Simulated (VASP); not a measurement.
Input of a VASP 6.6.1 run:

File INCAR:

```
SYSTEM = TiB2
PREC = Accurate ; ENCUT = 500
EDIFF = 1E-6 ; ISMEAR = -1
SIGMA = 0.05 ; LREAL = .FALSE.
LASPH = .TRUE. ; NELM = 120
ALGO = Normal ; ISIF = 2
LWAVE = .FALSE. ; LCHARG = .FALSE.
GGA = PS ; NBANDS = 16
GGA_COMPAT = .FALSE.
```

File KPOINTS:

```
regular mesh
0
G
  9 9 9
  0 0 0
```

File POSCAR:

```
TiB2
1.0
    0.0000000000      2.5247338896      2.5247338896
    2.5247338896      0.0000000000      2.5247338896
    2.5247338896      2.5247338896      0.0000000000
Ti B
1 2
Direct
    0.0000000000      0.0000000000      0.0000000000
    0.2500000000      0.2500000000      0.2500000000
    0.7500000000      0.7500000000      0.7500000000
```

Potentials or basis: VASP PAW PBE potentials, release 64 (Ti_sv, B).

Command:

```sh
$ cat potpaw_PBE.64/Ti_sv/POTCAR potpaw_PBE.64/B/POTCAR > POTCAR
$ mpirun -np 1 vasp_std > vasp.out
```

Q: What does it give for the band gap on the k mesh?

A: Zero (bands 9 and 10 overlap by 1.76 eV).

Q: What does it give for the pressure?

A: -0.2 GPa.

Caveat: the PAW data sets were made with another functional, which shifts forces and pressure a little.
